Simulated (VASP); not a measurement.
# Li (Im-3m) in VASP: settings compared

Aim: see how the results for Li move with the level of theory and the settings. Levels: PBEsol, r2SCAN, HSE06. Tasks: single point.

Program: VASP 6.6.1. These are calculated values, not measurements. Logs are shortened: lines on timing, memory, paths and dates and some standing lists are left out, and cuts for length are marked.

**1. The cell of the first run**

The structure is cubic, space group Im-3m (No. 229). The conventional cell has a = 3.432 Å, b = 3.432 Å, c = 3.432 Å, α = 90.00°, β = 90.00°, γ = 90.00°. Li (site symmetry m-3m) has 14 Li at 2.97 to 3.43 Å within 3.9 Å.

**2. Single point, PBEsol**

File INCAR:

```
PREC = Accurate
ENCUT = 520
EDIFF = 1E-6
ISMEAR = -1
SIGMA = 0.05
LREAL = F
LASPH = T
NELM = 80
ALGO = Normal
ISIF = 2
LWAVE = F
LCHARG = F
GGA = PS
NBANDS = 8
```

File KPOINTS:

```
regular mesh
0
Gamma
  10 10 10
```

File POSCAR:

```
Li
1.0
   -1.7161670000      1.7161670000      1.7161670000
    1.7161670000     -1.7161670000      1.7161670000
    1.7161670000      1.7161670000     -1.7161670000
Li
1
Direct
    0.0000000000      0.0000000000      0.0000000000
```

Potentials or basis: VASP PAW PBE potentials, release 64 (Li_sv).

Command:

```bash
cat potpaw_PBE.64/Li_sv/POTCAR > POTCAR
mpirun -np 1 vasp_std > vasp.out
```

OUTCAR:

```text
PREC = Accurate
   ENCUT = 520
   EDIFF = 1E-6
   ISMEAR = -1
   LREAL = F
   LASPH = T
   NELM = 80
   ISIF = 2
   GGA = PS

 ion  position               nearest neighbor table
   1  0.000  0.000  0.000-

  LATTYP: Found a body centered cubic cell.
 ALAT       =     3.4323340000

  Lattice vectors:

 A1 = (  -1.7161670000,   1.7161670000,   1.7161670000)
 A2 = (   1.7161670000,  -1.7161670000,   1.7161670000)
 A3 = (   1.7161670000,   1.7161670000,  -1.7161670000)

Analysis of symmetry for initial positions (statically):
=====================================================================
 Subroutine PRICEL returns:
 Original cell was already a primitive cell.

 Routine SETGRP: Setting up the symmetry group for a
 body centered cubic supercell.

 Subroutine GETGRP returns: Found 48 space group operations
 (whereof 48 operations were pure point group operations)
 out of a pool of 48 trial point group operations.

The static configuration has the point symmetry O_h .

Analysis of symmetry for dynamics (positions and initial velocities):
=====================================================================
 Subroutine PRICEL returns:
 Original cell was already a primitive cell.

 Routine SETGRP: Setting up the symmetry group for a
 body centered cubic supercell.

 Subroutine GETGRP returns: Found 48 space group operations
 (whereof 48 operations were pure point group operations)
 out of a pool of 48 trial point group operations.

The dynamic configuration has the point symmetry O_h .

 Subroutine INISYM returns: Found 48 space group operations
 (whereof 48 operations are pure point group operations),
 and found     1 'primitive' translations

----------------------------------------------------------------------------------------

                                     Primitive cell

  volume of cell :      20.2180

  direct lattice vectors                    reciprocal lattice vectors
    -1.716167000  1.716167000  1.716167000     0.000000000  0.291346938  0.291346938
     1.716167000 -1.716167000  1.716167000     0.291346938  0.000000000  0.291346938
     1.716167000  1.716167000 -1.716167000     0.291346938  0.291346938  0.000000000

  length of vectors
     2.972488438  2.972488438  2.972488438     0.412026791  0.412026791  0.412026791

  position of ions in fractional coordinates (direct lattice)
     0.000000000  0.000000000  0.000000000

  ion indices of the primitive-cell ions
   primitive index   ion index
[... 74 lines left out ...]
   LREAL  =      F    real-space projection
   EDIFFG = 0.1E-04   stopping-criterion for IOM
   NSW    =      0    number of steps for IOM
   IBRION =     -1    ionic relax: 0-MD 1-quasi-New 2-CG
   NFREE  =      0    steps in history (QN), initial steepest desc. (CG)
   ISIF   =      2    stress and relaxation
   ISYM   =      2    0-nonsym 1-usesym 2-fastsym
   POTIM  = 0.5000    time-step for ionic-motion
   TEBEG  =    0.0;   TEEND  =   0.0 temperature during run
   PSTRESS=    0.0 pullay stress
   NELECT =       3.0000    total number of electrons
   NUPDOWN=      -1.0000    fix difference up-down
   EMIN   =  10.00;   EMAX   =-10.00  energy-range for DOS
   EFERMI =   0.00;   METHOD = LEGACY
   ISMEAR =    -1;   SIGMA  =   0.05  broadening in eV -4-tet -1-fermi 0-gaus
   EFERMI_NEDOS =   21; number of points for ismear=-14 and -15
   IALGO  =     38    algorithm
   IMIX   =      4    mixing-type and parameters
     AMIX     =   0.40;   BMIX     =  1.00
     AMIX_MAG =   1.60;   BMIX_MAG =  1.00
  volume/ion in A,a.u.               =      20.22       136.44
  Fermi-wavevector in a.u.,A,eV,Ry     =   0.866700  1.637826 10.220285  0.751170
  Thomas-Fermi vector in A             =   1.985128
   LORBIT       =      0    0 simple, 1 ext, 2 COOP (PROOUT), +10 PAW based schemes
   GGA     = PS    functional components
   LHFCALC =     F    Hartree Fock is set to
   AEXX    =    0.0000 exact exchange contribution
   IVDW    =     0    specifies the selected vdW correction
   LEPSILON=     F    determine dielectric tensor
   LRPA    =     F    only Hartree local field effects (RPA)
 non-spin polarized calculation
  energy-cutoff  :      520.00
  volume of cell :       20.22
 maximum number of plane-waves:       563
 NGX is ok and might be reduce to    24
   NGX = 11   NGY = 11   NGZ = 11

 number of electron       3.0000001 magnetization

 Free energy of the ion-electron system (eV)
  ---------------------------------------------------
  ext. energy  EPLUGINS =         0.00000000
  ---------------------------------------------------
  free energy    TOTEN  =        -1.96087844 eV

  energy without entropy =       -1.95448393  energy(sigma->0) =       -1.95768119

 E-fermi :   0.6645     XC(G=0):  -7.0239

 val. band max:        0.6285456142   @ k =   0.3000   0.2000  -0.0000
 cond. band min:       0.7393627134   @ k =  -0.3000   0.4000   0.2000
 fundamental gap:      0.1108170992
 Fermi energy:         0.6644803346

 k-point     1 :       0.0000    0.0000    0.0000
  band No.  band energies     occupation
      1     -45.2745      2.00000
      2      -2.9240      2.00000
      3      15.2910      0.00000
      4      15.2910      0.00000
      5      15.2910      0.00000
      6      20.0230      0.00000
      7      20.0230      0.00000
      8      20.0230      0.00000
[... 243 lines left out ...]
 k-point    24 :      -0.3000    0.3000    0.1000
  band No.  band energies     occupation
      1     -45.2593      2.00000
      2      -1.0267      2.00000
      3       7.9405      0.00000
      4      10.8486      0.00000
      5      13.2305      0.00000
      6      15.9216      0.00000
      7      16.8885      0.00000
      8      20.6110      0.00000

 [... further k-points ...]

------------------------ aborting loop because EDIFF is reached ----------------------------------------

  FORCE on cell =-STRESS in cart. coord.  units (eV):
  Direction    XX          YY          ZZ          XY          YZ          ZX
  --------------------------------------------------------------------------------------
  -------------------------------------------------------------------------------------
  Total       -0.0051979     -0.0051979     -0.0051979      0.0000000     -0.0000000     -0.0000000
  in kB       -0.4119043     -0.4119043     -0.4119043      0.0000000     -0.0000000     -0.0000000
  external PRESSURE =      -0.4119043 kB  Pullay stress =       0.0000000 kB

 VOLUME and BASIS-vectors are now :
 -----------------------------------------------------------------------------
  energy-cutoff  :      520.00
  volume of cell :       20.22
      direct lattice vectors                 reciprocal lattice vectors
    -1.716167000  1.716167000  1.716167000     0.000000000  0.291346938  0.291346938
     1.716167000 -1.716167000  1.716167000     0.291346938  0.000000000  0.291346938
     1.716167000  1.716167000 -1.716167000     0.291346938  0.291346938  0.000000000

 POSITION                                       TOTAL-FORCE (eV/Angst)
 -----------------------------------------------------------------------------------
      0.00000      0.00000      0.00000         0.000000      0.000000     -0.000000
 -----------------------------------------------------------------------------------
    total drift:                                0.000000      0.000000      0.000000

  FREE ENERGIE OF THE ION-ELECTRON SYSTEM (eV)
  ---------------------------------------------------
  free  energy   TOTEN  =        -1.9608784424 eV

  energy  without entropy=       -1.9544839281  energy(sigma->0) =       -1.95768119
```

OSZICAR:

```text
N       E                     dE             d eps       ncg     rms          rms(c)
DAV:   1    -0.158763868511E+00   -0.15876E+00   -0.68054E+02   760   0.248E+02
DAV:   2    -0.194278356341E+01   -0.17840E+01   -0.17672E+01  1128   0.354E+01
DAV:   3    -0.196288165131E+01   -0.20098E-01   -0.19981E-01   832   0.304E+00
DAV:   4    -0.196322522600E+01   -0.34357E-03   -0.34345E-03  1216   0.309E-01
DAV:   5    -0.196322606357E+01   -0.83757E-06   -0.83758E-06   880   0.116E-02    0.339E-01
DAV:   6    -0.196156615001E+01    0.16599E-02   -0.63922E-04  1096   0.110E-01    0.188E-01
DAV:   7    -0.196086719797E+01    0.69895E-03   -0.14884E-03  1000   0.178E-01    0.298E-02
DAV:   8    -0.196088170126E+01   -0.14503E-04   -0.14626E-04   848   0.647E-02    0.213E-03
DAV:   9    -0.196087935337E+01    0.23479E-05   -0.25904E-06  1000   0.105E-02    0.696E-04
DAV:  10    -0.196087844238E+01    0.91099E-06   -0.11867E-07   504   0.164E-03
   1 F= -.19608784E+01 E0= -.19576812E+01  d E =-.639451E-02
```

It took 5.1 s on 1 thread of Intel Xeon Platinum 8375C at 2.90GHz (Ice Lake), shared host; peak memory 0.13 GiB.

Results:

- Free energy: -1.9609 eV
- Band gap on the k mesh: zero (an odd number of electrons rules out a gap without spin polarisation)

Levels at points of the mesh, in eV from the Fermi level:
| k point | band 1 | band 2 | band 3 | band 4 |
| --- | --- | --- | --- | --- |
| (0.00, 0.00, 0.00) | -45.94 | -3.59 | 14.63 | 14.63 |
| (0.50, 0.00, 0.00) | -45.92 | 0.21 | 3.24 | 10.36 |
| (0.50, 0.50, 0.50) | -45.90 | 5.50 | 5.50 | 5.50 |

Caveat: the cutoff is under 1.25 times the usual one of these potentials, so pressure, stress and relaxed cells hold a basis-set (Pulay) error; the PAW data sets were made with another functional, which shifts forces and pressure a little.

**3. Single point, r2SCAN**

POSCAR is that of step 2.

File INCAR.step1:

```
PREC     = Accurate       # precision mode
ENCUT    = 520            # plane-wave cutoff, eV
ISMEAR   = -1             # smearing method
SIGMA    = 0.05           # smearing width, eV
LREAL    = False          # projectors in reciprocal space
LASPH    = True           # aspherical terms in the spheres
NELM     = 80             # most SCF steps
NBANDS   = 8              # bands
GGA      = PE             # functional
ALGO     = Normal         # electronic algorithm
EDIFF    = 1E-4           # SCF threshold, eV
LWAVE    = True           # write WAVECAR
LCHARG   = False          # write CHGCAR
```

File INCAR.step2:

```
PREC     = Accurate       # precision mode
ENCUT    = 520            # plane-wave cutoff, eV
EDIFF    = 1E-6           # SCF threshold, eV
ISMEAR   = -1             # smearing method
SIGMA    = 0.05           # smearing width, eV
LREAL    = False          # projectors in reciprocal space
LASPH    = True           # aspherical terms in the spheres
NELM     = 80             # most SCF steps
ALGO     = Normal         # electronic algorithm
ISIF     = 2              # what is computed and relaxed
LWAVE    = False          # write WAVECAR
LCHARG   = False          # write CHGCAR
METAGGA  = R2SCAN         # meta-GGA
LMIXTAU  = True         
NBANDS   = 8              # bands
ISTART   = 1
```

KPOINTS is that of step 2.

Potentials or basis: VASP PAW PBE potentials, release 64 (Li_sv).

Command:

```bash
cat potpaw_PBE.64/Li_sv/POTCAR > POTCAR
cp INCAR.step1 INCAR
mpirun -np 1 vasp_std > vasp.out
cp INCAR.step2 INCAR
mpirun -np 1 vasp_std > vasp.out
```

It took 20 s on 1 thread of Intel Xeon Platinum 8375C at 2.90GHz (Ice Lake), shared host; peak memory 0.13 GiB.

It converged, with:

* Free energy: -2.3737 eV
* Band gap on the k mesh: zero (an odd number of electrons rules out a gap without spin polarisation)

Levels at points of the mesh, in eV from the Fermi level:
```
           k point  band 1  band 2  band 3  band 4  band 5  band 6
(0.00, 0.00, 0.00)  -48.08   -3.92   16.30   16.30   16.30   20.55
(0.50, 0.00, 0.00)  -48.06    0.24    3.47   11.47   13.01   14.45
(0.50, 0.50, 0.50)  -48.05    6.06    6.06    6.06    8.19    8.19
```

Caveat: the cutoff is under 1.25 times the usual one of these potentials, so pressure, stress and relaxed cells hold a basis-set (Pulay) error; the PAW data sets were made with another functional, which shifts forces and pressure a little.

**4. Single point, HSE06**

POSCAR is that of step 3.

File INCAR.step1:

```
ALGO = Normal
EDIFF = 1E-5
ENCUT = 520
GGA = PE
ISIF = 2
ISMEAR = -1
LASPH = T
LCHARG = F
LREAL = F
LWAVE = T
NBANDS = 8
NELM = 60
PREC = Accurate
SIGMA = 0.05
```

File INCAR.step2:

```
ALGO = Normal
EDIFF = 1E-6
ENCUT = 520
GGA = PE
HFSCREEN = 0.2079
ISIF = 2
ISMEAR = -1
ISTART = 1
LASPH = T
LCHARG = F
LHFCALC = T
LREAL = F
LWAVE = F
NBANDS = 8
NELM = 60
PREC = Accurate
PRECFOCK = Normal
SIGMA = 0.05
```

File KPOINTS:

```
k-points
0
Gamma
  10 10 10
```

Command:

```bash
cat potpaw_PBE.64/Li_sv/POTCAR > POTCAR
cp INCAR.step1 INCAR
mpirun -np 1 vasp_std > vasp.out
cp INCAR.step2 INCAR
mpirun -np 1 vasp_std > vasp.out
```

Wall time 16 min (1 thread of Intel Xeon Platinum 8375C at 2.90GHz (Ice Lake), shared host); peak memory 0.26 GiB.

Results (log left out):

- Free energy: -1.9672 eV
- Band gap on the k mesh: zero (an odd number of electrons rules out a gap without spin polarisation)

Levels at points of the mesh, in eV from the Fermi level:
```tsv
k point	band 1	band 2	band 3	band 4
(0.00, 0.00, 0.00)	-50.26	-4.42	15.43	15.43
(0.50, 0.00, 0.00)	-50.24	0.30	3.50	11.08
(0.50, 0.50, 0.50)	-50.22	6.07	6.07	6.07
```

Caveat: the cutoff is under 1.25 times the usual one of these potentials, so pressure, stress and relaxed cells hold a basis-set (Pulay) error; the PAW data sets were made with another functional, which shifts forces and pressure a little.

**5. The runs side by side**

```csv
level,grid for exact exchange (PRECFOCK),share of exact exchange,screening parameter,gap on the mesh (eV)
PBEsol,-,-,-,none
r2SCAN,-,-,-,none
HSE06,Normal,0.25,0.2079 1/Å,none
```

Alike in all rows: task single point; potentials or basis VASP PAW PBE potentials, release 64 (Li_sv); no spin polarisation; cell as given; k mesh 10 × 10 × 10; cutoff (eV) 520; smearing fermi-dirac 0.05 eV.

Caveats: the cutoff is under 1.25 times the usual one of these potentials, so pressure, stress and relaxed cells hold a basis-set (Pulay) error; the PAW data sets were made with another functional, which shifts forces and pressure a little.

Total energies depend on the potentials used, so only differences within one code and one set of settings carry meaning.
